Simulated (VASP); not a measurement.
# HgTe (I-4m2) in VASP: notebook

HgTe is run at these levels: PBE; tasks: single point.

Program: VASP 6.6.1. These are calculated values, not measurements. Logs are shortened: lines on timing, memory, paths and dates and some standing lists are left out, and cuts for length are marked.

**1. The cell of the first run**

It takes space group I-4m2 (No. 119, tetragonal). Conventional cell: a = 4.559 Å, b = 4.559 Å, c = 6.754 Å, α = 90.00°, β = 90.00°, γ = 90.00°. Hg (site symmetry -4m2) has 4 Te at 2.84 Å within 3.7 Å. Within 3.7 Å of Te (site symmetry -4m2) lie 4 Hg at 2.84 Å.

**2. Single point, PBE (epitaxial xy strain -2.0%)**

The input, INCAR:

```
SYSTEM = HgTe
PREC     = Accurate       ! precision mode
ENCUT    = 520            ! plane-wave cutoff, eV
EDIFF    = 1E-6           ! SCF threshold, eV
ISMEAR   = -1             ! smearing method
SIGMA    = 0.02           ! smearing width, eV
LREAL    = .False.        ! projectors in reciprocal space
LASPH    = .True.         ! aspherical terms in the spheres
NELM     = 60             ! most SCF steps
ALGO     = Normal         ! electronic algorithm
ISIF     = 2              ! what is computed and relaxed
LWAVE    = .False.        ! write WAVECAR
LCHARG   = .False.        ! write CHGCAR
GGA      = PE             ! functional
NBANDS   = 16             ! bands
```

The input, KPOINTS:

```
regular mesh
0
Gamma
  6 6 6
  0 0 0
```

The input, POSCAR:

```
HgTe
1.0
    0.0000000000      3.2233747286      3.3768582955
    3.2233747286      0.0000000000      3.3768582955
    3.2233747286      3.2233747286      0.0000000000
Hg Te
1 1
Direct
    0.0000000000      0.0000000000      0.0000000000
    0.2500000000      0.2500000000      0.2500000000
```

Potentials or basis: VASP PAW PBE potentials, release 64 (Hg, Te).

Command:

```console
cat potpaw_PBE.64/Hg/POTCAR potpaw_PBE.64/Te/POTCAR > POTCAR
mpirun -np 1 vasp_std > vasp.out
```

OUTCAR:

```text
SYSTEM = HgTe
   PREC = Accurate
   ENCUT = 520
   EDIFF = 1E-6
   ISMEAR = -1
   LREAL = .False.
   LASPH = .True.
   NELM = 60
   ISIF = 2
   GGA = PE

 ion  position               nearest neighbor table
   1  0.000  0.000  0.000-   2 2.84   2 2.84   2 2.84   2 2.84
   2  0.250  0.250  0.250-   1 2.84   1 2.84   1 2.84   1 2.84

  LATTYP: Found a body centered tetragonal cell.
 ALAT       =     4.5585402578
 C/A-ratio  =     1.4815524727

  Lattice vectors:

 A1 = (  -3.2233747286,   0.0000000000,   3.3768582955)
 A2 = (   3.2233747286,   0.0000000000,   3.3768582955)
 A3 = (   0.0000000000,   3.2233747286,  -3.3768582955)

Analysis of symmetry for initial positions (statically):
=====================================================================
 Subroutine PRICEL returns:
 Original cell was already a primitive cell.

 Routine SETGRP: Setting up the symmetry group for a
 body centered tetragonal supercell.

 Subroutine GETGRP returns: Found  8 space group operations
 (whereof  8 operations were pure point group operations)
 out of a pool of 16 trial point group operations.

The static configuration has the point symmetry D_2d.

Analysis of symmetry for dynamics (positions and initial velocities):
=====================================================================
 Subroutine PRICEL returns:
 Original cell was already a primitive cell.

 Routine SETGRP: Setting up the symmetry group for a
 body centered tetragonal supercell.

 Subroutine GETGRP returns: Found  8 space group operations
 (whereof  8 operations were pure point group operations)
 out of a pool of 16 trial point group operations.

The dynamic configuration has the point symmetry D_2d.

 Subroutine INISYM returns: Found  8 space group operations
 (whereof  8 operations are pure point group operations),
 and found     1 'primitive' translations

----------------------------------------------------------------------------------------

                                     Primitive cell

  volume of cell :      70.1721

  direct lattice vectors                    reciprocal lattice vectors
     0.000000000  3.223374729  3.376858295    -0.155116932  0.155116932  0.148066622
     3.223374729  0.000000000  3.376858295     0.155116932 -0.155116932  0.148066622
     3.223374729  3.223374729  0.000000000     0.155116932  0.155116932 -0.148066622

  length of vectors
     4.668331242  4.668331242  4.558540258     0.264662521  0.264662521  0.264662521

  position of ions in fractional coordinates (direct lattice)
     0.000000000  0.000000000  0.000000000
     0.250000000  0.250000000  0.250000000

  ion indices of the primitive-cell ions
   primitive index   ion index
                 1           1
                 2           2

----------------------------------------------------------------------------------------

 KPOINTS: regular mesh

Automatic generation of k-mesh.
 Grid dimensions read from file:
 generate k-points for:    6    6    6

 Generating k-lattice:

  Cartesian coordinates                     Fractional coordinates (reciprocal lattice)
    -0.025852822  0.025852822  0.024677770     0.166666667  0.000000000  0.000000000
     0.025852822 -0.025852822  0.024677770     0.000000000  0.166666667  0.000000000
     0.025852822  0.025852822 -0.024677770    -0.000000000 -0.000000000  0.166666667

  Length of vectors
     0.044110420  0.044110420  0.044110420

  Shift w.r.t. Gamma in fractional coordinates (k-lattice)
     0.000000000  0.000000000  0.000000000

 Subroutine IBZKPT returns following result:
 ===========================================

 Found     30 irreducible k-points:

 Following reciprocal coordinates:
            Coordinates               Weight
  0.000000  0.000000  0.000000      1.000000
  0.166667  0.000000  0.000000      8.000000
  0.333333  0.000000  0.000000      8.000000
  0.500000 -0.000000  0.000000      4.000000
  0.166667  0.166667  0.000000      2.000000
  0.333333  0.166667  0.000000      8.000000
[... 16 lines left out ...]
  0.333333  0.000000  0.333333      4.000000
  0.500000  0.000000  0.333333     16.000000
 [... further k-points ...]
   k-points           NKPTS =     30   k-points in BZ     NKDIM =     30   number of bands    NBANDS=     16
   number of dos      NEDOS =    301   number of ions     NIONS =      2
   total plane-waves  NPLWV =  46656
   dimension x,y,z NGX =    36 NGY =   36 NGZ =   36
   dimension x,y,z NGXF=    72 NGYF=   72 NGZF=   72
   ions per type =               1   1
   NGX,Y,Z   is equivalent  to a cutoff of  12.82, 12.82, 13.13 a.u.
   NGXF,Y,Z  is equivalent  to a cutoff of  25.64, 25.64, 26.26 a.u.
 SYSTEM =  HgTe
   PREC   = accura    normal or accurate (medium, high low for compatibility)
   ISTART =      0    job   : 0-new  1-cont  2-samecut
   ICHARG =      2    charge: 1-file 2-atom 10-const
   ISPIN  =      1    spin polarized calculation?
   LNONCOLLINEAR =      F non collinear calculations
   LSORBIT =      F    spin-orbit coupling
   LASPH  =      T    aspherical Exc in radial PAW
   ENCUT  =  520.0 eV  38.22 Ry    6.18 a.u.   8.68  8.68  8.48*2*pi/ulx,y,z
   NELM   =     60;   NELMIN=  2; NELMDL= -5     # of ELM steps
   EDIFF  = 0.1E-05   stopping-criterion for ELM
   LREAL  =      F    real-space projection
[... 7 lines left out ...]
   TEBEG  =    0.0;   TEEND  =   0.0 temperature during run
   PSTRESS=    0.0 pullay stress
   NELECT =      18.0000    total number of electrons
   NUPDOWN=      -1.0000    fix difference up-down
   EMIN   =  10.00;   EMAX   =-10.00  energy-range for DOS
   EFERMI =   0.00;   METHOD = LEGACY
   ISMEAR =    -1;   SIGMA  =   0.02  broadening in eV -4-tet -1-fermi 0-gaus
   EFERMI_NEDOS =   21; number of points for ismear=-14 and -15
   IALGO  =     38    algorithm
   IMIX   =      4    mixing-type and parameters
     AMIX     =   0.40;   BMIX     =  1.00
     AMIX_MAG =   1.60;   BMIX_MAG =  1.00
  volume/ion in A,a.u.               =      35.09       236.77
  Fermi-wavevector in a.u.,A,eV,Ry     =   1.040186  1.965666 14.721316  1.081986
  Thomas-Fermi vector in A             =   2.174750
   LORBIT       =      0    0 simple, 1 ext, 2 COOP (PROOUT), +10 PAW based schemes
   GGA     = PE    functional components
   LHFCALC =     F    Hartree Fock is set to
   AEXX    =    0.0000 exact exchange contribution
   IVDW    =     0    specifies the selected vdW correction
   LEPSILON=     F    determine dielectric tensor
   LRPA    =     F    only Hartree local field effects (RPA)
 non-spin polarized calculation
  energy-cutoff  :      520.00
  volume of cell :       70.17
 maximum number of plane-waves:      1913
   NGX = 17   NGY = 17   NGZ = 17

 number of electron      18.0000003 magnetization

 Free energy of the ion-electron system (eV)
  ---------------------------------------------------
  ext. energy  EPLUGINS =         0.00000000
  ---------------------------------------------------
  free energy    TOTEN  =        -3.61605514 eV

  energy without entropy =       -3.61579794  energy(sigma->0) =       -3.61592654

 E-fermi :   2.7509     XC(G=0):  -8.5679

 val. band max:        2.7508607439   @ k =   0.0000   0.0000   0.0000
 cond. band min:       3.3891567041   @ k =   0.5000  -0.0000   0.0000
 fundamental gap:      0.6382959602
 Fermi energy:         2.7508711832

 k-point     1 :       0.0000    0.0000    0.0000
  band No.  band energies     occupation
      1      -9.0114      2.00000
      2      -4.4421      2.00000
      3      -4.4306      2.00000
      4      -4.4306      2.00000
      5      -3.9679      2.00000
      6      -3.9394      2.00000
[... 8 lines left out ...]
     15      11.8477      0.00000
     16      12.2163      0.00000

 k-point     2 :       0.1667    0.0000    0.0000
  band No.  band energies     occupation
      1      -8.8886      2.00000
      2      -4.4097      2.00000
      3      -4.3968      2.00000
      4      -4.3747      2.00000
      5      -3.9670      2.00000
      6      -3.9445      2.00000
[... 8 lines left out ...]
     15      11.1368      0.00000
     16      11.4349      0.00000

 k-point     3 :       0.3333    0.0000    0.0000
  band No.  band energies     occupation
      1      -8.6258      2.00000
      2      -4.3542      2.00000
      3      -4.3361      2.00000
      4      -4.1042      2.00000
      5      -3.9471      2.00000
      6      -3.9439      2.00000
[... 8 lines left out ...]
     15      11.5622      0.00000
     16      11.6045      0.00000

 k-point     4 :       0.5000   -0.0000    0.0000
  band No.  band energies     occupation
      1      -8.4852      2.00000
      2      -4.3340      2.00000
      3      -4.3112      2.00000
      4      -3.9365      2.00000
      5      -3.9360      2.00000
      6      -3.6717      2.00000
[... 8 lines left out ...]
     15      12.5824      0.00000
     16      12.7930      0.00000

 k-point     5 :       0.1667    0.1667    0.0000
  band No.  band energies     occupation
      1      -8.8532      2.00000
      2      -4.4110      2.00000
      3      -4.3637      2.00000
      4      -4.3637      2.00000
      5      -3.9903      2.00000
      6      -3.9280      2.00000
[... 8 lines left out ...]
     15      10.9788      0.00000
     16      12.6069      0.00000

 k-point     6 :       0.3333    0.1667    0.0000
  band No.  band energies     occupation
      1      -8.6372      2.00000
      2      -4.3483      2.00000
      3      -4.2959      2.00000
      4      -4.2102      2.00000
      5      -3.9791      2.00000
      6      -3.9220      2.00000
[... 8 lines left out ...]
     15      12.0431      0.00000
     16      12.4152      0.00000
[... 267 lines left out ...]
 k-point    21 :      -0.1667    0.3333    0.1667
  band No.  band energies     occupation
      1      -8.4412      2.00000
      2      -4.2787      2.00000
      3      -4.2531      2.00000
      4      -4.0982      2.00000
      5      -3.9341      2.00000
      6      -3.7792      2.00000
[... 8 lines left out ...]
     15      13.0605      0.00000
     16      13.4902      0.00000

 k-point    22 :      -0.3333    0.5000    0.1667
  band No.  band energies     occupation
      1      -8.3135      2.00000
      2      -4.2384      2.00000
      3      -4.1700      2.00000
      4      -4.0477      2.00000
      5      -3.9351      2.00000
      6      -3.4632      2.00000
[... 8 lines left out ...]
     15      13.4706      0.00000
     16      13.6430      0.00000

 k-point    23 :       0.3333    0.0000    0.3333
  band No.  band energies     occupation
      1      -8.4852      2.00000
      2      -4.2944      2.00000
      3      -4.2443      2.00000
      4      -4.1890      2.00000
      5      -3.9200      2.00000
      6      -3.8850      2.00000
[... 8 lines left out ...]
     15      12.5400      0.00000
     16      14.3652      0.00000

 k-point    24 :       0.5000    0.0000    0.3333
  band No.  band energies     occupation
      1      -8.3434      2.00000
      2      -4.2633      2.00000
      3      -4.1779      2.00000
      4      -4.1105      2.00000
      5      -3.9163      2.00000
      6      -3.6149      2.00000
[... 8 lines left out ...]
     15      12.9141      0.00000
     16      13.9549      0.00000

 [... further k-points ...]

------------------------ aborting loop because EDIFF is reached ----------------------------------------

  FORCE on cell =-STRESS in cart. coord.  units (eV):
  Direction    XX          YY          ZZ          XY          YZ          ZX
  --------------------------------------------------------------------------------------
  -------------------------------------------------------------------------------------
  Total        0.9281943      0.9281943      0.6349821      0.0000000      0.0000000      0.0000000
  in kB       21.1926398     21.1926398     14.4979850      0.0000000      0.0000000      0.0000000
  external PRESSURE =      18.9610882 kB  Pullay stress =       0.0000000 kB

 VOLUME and BASIS-vectors are now :
 -----------------------------------------------------------------------------
  energy-cutoff  :      520.00
  volume of cell :       70.17
      direct lattice vectors                 reciprocal lattice vectors
     0.000000000  3.223374729  3.376858295    -0.155116932  0.155116932  0.148066622
     3.223374729  0.000000000  3.376858295     0.155116932 -0.155116932  0.148066622
     3.223374729  3.223374729  0.000000000     0.155116932  0.155116932 -0.148066622

 POSITION                                       TOTAL-FORCE (eV/Angst)
 -----------------------------------------------------------------------------------
      0.00000      0.00000      0.00000         0.000000      0.000000      0.000000
      1.61169      1.61169      1.68843        -0.000000     -0.000000     -0.000000
 -----------------------------------------------------------------------------------
    total drift:                               -0.000000     -0.000000      0.000000

  FREE ENERGIE OF THE ION-ELECTRON SYSTEM (eV)
  ---------------------------------------------------
  free  energy   TOTEN  =        -3.6160551364 eV

  energy  without entropy=       -3.6157979395  energy(sigma->0) =       -3.61592654
```

It took 19 s on 1 thread of Intel Xeon Platinum 8559C (Emerald Rapids), shared host; peak memory 0.22 GiB.

What came out:

- Free energy: -3.6161 eV
- Pressure: 1.9 GPa
- Band gap on the k mesh: zero (filled and empty bands touch)

Stress tensor (GPa, compression positive):
```
2.12 0.00 0.00
0.00 2.12 0.00
0.00 0.00 1.45
```

Levels at points of the mesh, in eV from the Fermi level:
```
           k point  band 5  band 6  band 7  band 8  band 9  band 10  band 11  band 12  band 13  band 14
(0.00, 0.00, 0.00)   -6.72   -6.69   -0.88   -0.17    0.00     0.00     4.25     4.25     4.26     6.45
(0.50, 0.00, 0.00)   -6.69   -6.42   -5.29   -1.07   -0.86     0.64     4.91     5.14     6.82     7.76
(0.50, 0.50, 0.00)   -6.64   -6.34   -5.42   -2.04   -2.04     2.07     2.67     7.83     8.64     8.64
(0.50, 0.00, 0.50)   -6.65   -6.27   -5.20   -2.27   -2.16     1.75     2.48     8.11     8.49     8.69
```

Caveat: the cell differs from its parent crystal (epitaxial xy strain -2.0%); semilocal functionals underestimate gaps, so a narrow gap can read as zero; spin-orbit coupling is left out, which moves the levels of the heavy elements.

**3. Single point, PBE (epitaxial xy strain -1.0%)**

The input, INCAR:

```
SYSTEM = HgTe
  ALGO = Normal
  EDIFF = 1E-7
  ENCUT = 520
  GGA = PE
  ISIF = 2
  ISMEAR = -1
  LASPH = .True.
  LCHARG = .True.
  LELF = .True.
  LREAL = .False.
  LVHAR = .True.
  LWAVE = .False.
  NBANDS = 16
  NELM = 60
  PREC = Accurate
  SIGMA = 0.02
```

The input, KPOINTS:

```
k-points
0
Gamma
  6 6 6
  0 0 0
```

The input, POSCAR:

```
HgTe
1.0
    0.0000000000      3.2562663074      3.3330735535
    3.2562663074      0.0000000000      3.3330735535
    3.2562663074      3.2562663074      0.0000000000
Hg Te
1 1
Direct
    0.0000000000      0.0000000000      0.0000000000
    0.2500000000      0.2500000000      0.2500000000
```

Potentials or basis: VASP PAW PBE potentials, release 64 (Hg, Te).

Command:

```console
cat potpaw_PBE.64/Hg/POTCAR potpaw_PBE.64/Te/POTCAR > POTCAR
mpirun -np 1 vasp_std > vasp.out
```

Run time: 21 s. Hardware: 1 thread of Intel Xeon Platinum 8559C (Emerald Rapids), shared host; peak memory 0.21 GiB.

It converged, with:

```yaml
Free_energy: -3.6251 eV
Pressure: 1.6 GPa
Band_gap_on_the_k_mesh: zero (filled and empty bands touch)
```

Stress tensor (GPa, compression positive):
```
1.71 0.00 0.00
0.00 1.71 0.00
0.00 0.00 1.40
```

Levels at points of the mesh, in eV from the Fermi level:
| k point | band 7 | band 8 | band 9 | band 10 | band 11 | band 12 |
| --- | --- | --- | --- | --- | --- | --- |
| (0.00, 0.00, 0.00) | -0.86 | -0.08 | 0.00 | 0.00 | 4.28 | 4.28 |
| (0.50, 0.00, 0.00) | -5.22 | -0.98 | -0.87 | 0.67 | 4.99 | 5.11 |
| (0.50, 0.50, 0.00) | -5.29 | -2.05 | -2.05 | 1.99 | 2.64 | 7.93 |
| (0.50, 0.00, 0.50) | -5.18 | -2.16 | -2.11 | 1.83 | 2.55 | 8.08 |

Caveat: the cell differs from its parent crystal (epitaxial xy strain -1.0%); semilocal functionals underestimate gaps, so a narrow gap can read as zero; spin-orbit coupling is left out, which moves the levels of the heavy elements.
